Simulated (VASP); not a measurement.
# Pd3Cl in VASP: notebook

Runs on Pd3Cl. Level: PBE. Tasks: single point.

Everything below comes from runs of VASP 6.6.1. Logs are shortened: lines on timing, memory, paths and dates and some standing lists are left out, and cuts for length are marked.

**1. The cell of the first run**

The cell holds a slab with vacuum, 4 atoms: a = 2.788 Å, b = 2.788 Å, c = 20.052 Å, α = 90.00°, β = 90.00°, γ = 120.00°.

**2. Single point, PBE**

File INCAR:

```
SYSTEM = Pd3Cl
PREC = Accurate
ENCUT = 520
EDIFF = 1E-6
ISMEAR = 0
SIGMA = 0.1
LREAL = .FALSE.
LASPH = .TRUE.
NELM = 100
ALGO = Normal
ISIF = 2
LWAVE = .FALSE.
LCHARG = .FALSE.
LDIPOL = .TRUE.
IDIPOL = 3
DIPOL = 0.5 0.5 0.368
GGA = PE
NBANDS = 26
```

File KPOINTS:

```
regular mesh
0
G
  12 12 1
  0 0 0
```

File POSCAR:

```
Pd3Cl
1.0
    2.7875943961      0.0000000000      0.0000000000
   -1.3937971981      2.4141275625      0.0000000000
    0.0000000000      0.0000000000     20.0521225868
Pd Cl
3 1
Direct
    0.6666666667      0.3333333334      0.1994801290
    0.3333333333      0.6666666666      0.3129873791
    0.0000000000      0.0000000000      0.4264946292
    0.0000000000      0.5000000000      0.5335998541
```

Potentials or basis: VASP PAW PBE potentials, release 64 (Pd, Cl).

On the command line:

```sh
$ cat potpaw_PBE.64/Pd/POTCAR potpaw_PBE.64/Cl/POTCAR > POTCAR
$ mpirun -np 1 vasp_std > vasp.out
```

OUTCAR:

```text
SYSTEM = Pd3Cl
   PREC = Accurate
   ENCUT = 520
   EDIFF = 1E-6
   ISMEAR = 0
   LREAL = .FALSE.
   LASPH = .TRUE.
   NELM = 100
   ISIF = 2
   GGA = PE

 ion  position               nearest neighbor table
   1  0.667  0.333  0.199-   2 2.79   2 2.79   2 2.79
   2  0.333  0.667  0.313-   1 2.79   1 2.79   3 2.79   3 2.79   3 2.79   1 2.79
   3  0.000  0.000  0.426-   4 2.56   4 2.56   2 2.79   2 2.79   2 2.79
   4  0.000  0.500  0.534-   3 2.56   3 2.56

  LATTYP: Found a hexagonal cell.
 ALAT       =     2.7875943961
 C/A-ratio  =     7.1933429823

  Lattice vectors:

 A1 = (   2.7875943961,   0.0000000000,   0.0000000000)
 A2 = (  -1.3937971981,   2.4141275625,   0.0000000000)
 A3 = (   0.0000000000,   0.0000000000,  20.0521225868)

Analysis of symmetry for initial positions (statically):
=====================================================================
 Subroutine PRICEL returns:
 Original cell was already a primitive cell.

 Routine SETGRP: Setting up the symmetry group for a
 hexagonal supercell.

 Subroutine GETGRP returns: Found  2 space group operations
 (whereof  2 operations were pure point group operations)
 out of a pool of 24 trial point group operations.

The static configuration has the point symmetry C_1h.

Analysis of symmetry for dynamics (positions and initial velocities):
=====================================================================
 Subroutine PRICEL returns:
 Original cell was already a primitive cell.

 Routine SETGRP: Setting up the symmetry group for a
 hexagonal supercell.

 Subroutine GETGRP returns: Found  2 space group operations
 (whereof  2 operations were pure point group operations)
 out of a pool of 24 trial point group operations.

The dynamic configuration has the point symmetry C_1h.

 Subroutine INISYM returns: Found  2 space group operations
 (whereof  2 operations are pure point group operations),
 and found     1 'primitive' translations

----------------------------------------------------------------------------------------

                                     Primitive cell

  volume of cell :     134.9429

  direct lattice vectors                    reciprocal lattice vectors
     2.787594396  0.000000000  0.000000000     0.358732246  0.207114159  0.000000000
    -1.393797198  2.414127563  0.000000000     0.000000000  0.414228318  0.000000000
     0.000000000  0.000000000 20.052122587     0.000000000  0.000000000  0.049870032

  length of vectors
     2.787594396  2.787594396 20.052122587     0.414228318  0.414228318  0.049870032

  position of ions in fractional coordinates (direct lattice)
     0.666666667  0.333333333  0.199480129
     0.333333333  0.666666667  0.312987379
     0.000000000  0.000000000  0.426494629
     1.000000000  0.500000000  0.533599854

  ion indices of the primitive-cell ions
   primitive index   ion index
                 1           1
                 2           2
                 3           3
                 4           4

----------------------------------------------------------------------------------------

 KPOINTS: regular mesh

Automatic generation of k-mesh.
 Grid dimensions read from file:
 generate k-points for:   12   12    1

 Generating k-lattice:

  Cartesian coordinates                     Fractional coordinates (reciprocal lattice)
     0.029894354  0.017259513  0.000000000     0.083333333  0.000000000  0.000000000
     0.000000000  0.034519027  0.000000000     0.000000000  0.083333333  0.000000000
     0.000000000  0.000000000  0.049870032     0.000000000  0.000000000  1.000000000

  Length of vectors
     0.034519027  0.034519027  0.049870032

  Shift w.r.t. Gamma in fractional coordinates (k-lattice)
     0.000000000  0.000000000  0.000000000

 Subroutine IBZKPT returns following result:
 ===========================================

 Found     43 irreducible k-points:

 Following reciprocal coordinates:
            Coordinates               Weight
  0.000000  0.000000  0.000000      1.000000
  0.083333 -0.000000  0.000000      2.000000
  0.000000  0.083333  0.000000      4.000000
  0.166667 -0.000000  0.000000      2.000000
  0.000000  0.166667  0.000000      4.000000
  0.250000  0.000000  0.000000      2.000000
[... 16 lines left out ...]
 -0.083333  0.416667  0.000000      4.000000
 -0.416667  0.333333  0.000000      4.000000
 [... further k-points ...]
   k-points           NKPTS =     43   k-points in BZ     NKDIM =     43   number of bands    NBANDS=     26
   number of dos      NEDOS =    301   number of ions     NIONS =      4
   total plane-waves  NPLWV =  86400
   dimension x,y,z NGX =    24 NGY =   24 NGZ =  150
   dimension x,y,z NGXF=    48 NGYF=   48 NGZF=  300
   ions per type =               3   1
   NGX,Y,Z   is equivalent  to a cutoff of  14.31, 14.31, 12.44 a.u.
   NGXF,Y,Z  is equivalent  to a cutoff of  28.63, 28.63, 24.87 a.u.
 SYSTEM =  Pd3Cl
   PREC   = accura    normal or accurate (medium, high low for compatibility)
   ISTART =      0    job   : 0-new  1-cont  2-samecut
   ICHARG =      2    charge: 1-file 2-atom 10-const
   ISPIN  =      1    spin polarized calculation?
   LNONCOLLINEAR =      F non collinear calculations
   LSORBIT =      F    spin-orbit coupling
   LASPH  =      T    aspherical Exc in radial PAW
   ENCUT  =  520.0 eV  38.22 Ry    6.18 a.u.   5.18  5.18 37.28*2*pi/ulx,y,z
   NELM   =    100;   NELMIN=  2; NELMDL= -5     # of ELM steps
   EDIFF  = 0.1E-05   stopping-criterion for ELM
   LREAL  =      F    real-space projection
   EDIFFG = 0.1E-04   stopping-criterion for IOM
   NSW    =      0    number of steps for IOM
   IBRION =     -1    ionic relax: 0-MD 1-quasi-New 2-CG
   NFREE  =      0    steps in history (QN), initial steepest desc. (CG)
   ISIF   =      2    stress and relaxation
   ISYM   =      2    0-nonsym 1-usesym 2-fastsym
   POTIM  = 0.5000    time-step for ionic-motion
   TEBEG  =    0.0;   TEEND  =   0.0 temperature during run
   PSTRESS=    0.0 pullay stress
   NELECT =      37.0000    total number of electrons
   NUPDOWN=      -1.0000    fix difference up-down
   EMIN   =  10.00;   EMAX   =-10.00  energy-range for DOS
   EFERMI =   0.00;   METHOD = LEGACY
   ISMEAR =     0;   SIGMA  =   0.10  broadening in eV -4-tet -1-fermi 0-gaus
   EFERMI_NEDOS =   21; number of points for ismear=-14 and -15
   IALGO  =     38    algorithm
   IMIX   =      4    mixing-type and parameters
     AMIX     =   0.40;   BMIX     =  1.00
     AMIX_MAG =   1.60;   BMIX_MAG =  1.00
  volume/ion in A,a.u.               =      33.74       227.66
  Fermi-wavevector in a.u.,A,eV,Ry     =   1.063552  2.009822 15.390130  1.131143
  Thomas-Fermi vector in A             =   2.199041
   LORBIT       =      0    0 simple, 1 ext, 2 COOP (PROOUT), +10 PAW based schemes
   GGA     = PE    functional components
   LHFCALC =     F    Hartree Fock is set to
   AEXX    =    0.0000 exact exchange contribution
   IVDW    =     0    specifies the selected vdW correction
   LEPSILON=     F    determine dielectric tensor
   LRPA    =     F    only Hartree local field effects (RPA)
 non-spin polarized calculation
 Gauss-broadening in eV      SIGMA  =   0.10
  energy-cutoff  :      520.00
  volume of cell :      134.94
 maximum number of plane-waves:      3666
 NGX is ok and might be reduce to    24
   NGX = 11   NGY = 11   NGZ = 75

 dipolmoment           0.000000      0.000000     -0.012857 electrons x Angstroem

 number of electron      36.9999998 magnetization

 dipolmoment           0.000000      0.000000      0.022338 electrons x Angstroem

 Free energy of the ion-electron system (eV)
  ---------------------------------------------------
  ext. energy  EPLUGINS =         0.00000000
  ---------------------------------------------------
  free energy    TOTEN  =       -16.21195365 eV

  energy without entropy =      -16.16571357  energy(sigma->0) =      -16.18883361

 E-fermi :   0.8314     XC(G=0):  -6.3762

 val. band max:        0.8189403790   @ k =   0.0000   0.4167   0.0000
 cond. band min:       0.8376775355   @ k =   0.5000   0.0000   0.0000
 fundamental gap:      0.0187371565
 Fermi energy:         0.8313659525

 k-point     1 :       0.0000    0.0000    0.0000
  band No.  band energies     occupation
      1     -16.0832      2.00000
      2      -5.6939      2.00000
      3      -4.7288      2.00000
      4      -3.8874      2.00000
      5      -3.4135      2.00000
      6      -1.8320      2.00000
[... 18 lines left out ...]
     25       7.1083      0.00000
     26       7.7790      0.00000

 k-point     2 :       0.0833   -0.0000    0.0000
  band No.  band energies     occupation
      1     -15.9680      2.00000
      2      -5.5159      2.00000
      3      -4.5532      2.00000
      4      -3.7188      2.00000
      5      -3.2904      2.00000
      6      -1.8969      2.00000
[... 18 lines left out ...]
     25       7.2869      0.00000
     26       7.9303      0.00000

 k-point     3 :       0.0000    0.0833    0.0000
  band No.  band energies     occupation
      1     -15.9674      2.00000
      2      -5.5062      2.00000
      3      -4.5607      2.00000
      4      -3.7199      2.00000
      5      -3.3144      2.00000
      6      -1.9127      2.00000
[... 18 lines left out ...]
     25       7.2735      0.00000
     26       7.9309      0.00000

 k-point     4 :       0.1667   -0.0000    0.0000
  band No.  band energies     occupation
      1     -15.6335      2.00000
      2      -5.0478      2.00000
      3      -4.0996      2.00000
      4      -3.3308      2.00000
      5      -2.9620      2.00000
      6      -2.1942      2.00000
[... 18 lines left out ...]
     25       7.7883      0.00000
     26       8.4064      0.00000
[... 496 lines left out ...]
      1     -14.1542      2.00000
      2      -4.7382      2.00000
      3      -4.0093      2.00000
      4      -3.5247      2.00000
      5      -3.2383      2.00000
      6      -3.1220      2.00000
[... 18 lines left out ...]
     25       9.6941      0.00000
     26      10.2614      0.00000

 k-point    23 :      -0.0833    0.4167    0.0000
  band No.  band energies     occupation
      1     -14.1376      2.00000
      2      -4.9241      2.00000
      3      -3.9453      2.00000
      4      -3.5405      2.00000
      5      -3.3417      2.00000
      6      -3.1496      2.00000
[... 18 lines left out ...]
     25       9.7614      0.00000
     26       9.9881      0.00000

 k-point    24 :      -0.4167    0.3333    0.0000
  band No.  band energies     occupation
      1     -14.1407      2.00000
      2      -4.8816      2.00000
      3      -3.8573      2.00000
      4      -3.5262      2.00000
      5      -3.3357      2.00000
      6      -3.1393      2.00000
[... 18 lines left out ...]
     25       9.7653      0.00000
     26       9.9669      0.00000

 [... further k-points ...]

------------------------ aborting loop because EDIFF is reached ----------------------------------------

 vacuum level on the upper side and lower side of the slab       (xc-potential included)         0.220        -0.308

  FORCE on cell =-STRESS in cart. coord.  units (eV):
  Direction    XX          YY          ZZ          XY          YZ          ZX
  --------------------------------------------------------------------------------------
  -------------------------------------------------------------------------------------
  Total        2.5814805      2.0624263     -0.2701108      0.4495142      0.1588202      0.2750844
  in kB       30.6499159     24.4871854     -3.2070256      5.3370811      1.8856719      3.2660766
  external PRESSURE =      17.3100252 kB  Pullay stress =       0.0000000 kB

 VOLUME and BASIS-vectors are now :
 -----------------------------------------------------------------------------
  energy-cutoff  :      520.00
  volume of cell :      134.94
      direct lattice vectors                 reciprocal lattice vectors
     2.787594396  0.000000000  0.000000000     0.358732246  0.207114159  0.000000000
    -1.393797198  2.414127563  0.000000000     0.000000000  0.414228318  0.000000000
     0.000000000  0.000000000 20.052122587     0.000000000  0.000000000  0.049870032

 POSITION                                       TOTAL-FORCE (eV/Angst)
 -----------------------------------------------------------------------------------
      1.39380      0.80471      4.00000        -0.009265     -0.005349      0.019324
     -0.00000      1.60942      6.27606        -0.127944     -0.073868      0.056345
      0.00000      0.00000      8.55212         0.164375      0.094902     -0.066236
     -0.69690      1.20706     10.69981        -0.027167     -0.015685     -0.009432
 -----------------------------------------------------------------------------------
    total drift:                                0.000092      0.000053     -0.000841

  FREE ENERGIE OF THE ION-ELECTRON SYSTEM (eV)
  ---------------------------------------------------
  free  energy   TOTEN  =       -16.2119536544 eV

  energy  without entropy=      -16.1657135665  energy(sigma->0) =      -16.18883361

 vacuum level on the upper side and lower side of the slab         6.630         6.032
```

Run time: 3.2 min. Hardware: 1 thread of Intel Xeon 6975P-C (Granite Rapids), shared host; peak memory 0.35 GiB.

What came out:

- Free energy: -16.2120 eV
- Largest force: 0.201 eV/Å

Forces on the atoms (eV/Å):
```
Pd  -0.009 -0.005  0.019
Pd  -0.128 -0.074  0.056
Pd   0.164  0.095 -0.066
Cl  -0.027 -0.016 -0.009
```

Caveat: an odd number of electrons without spin polarisation forces a metal; a magnetic or distorted state may lie lower.

(Continued in part 2 of 2.)
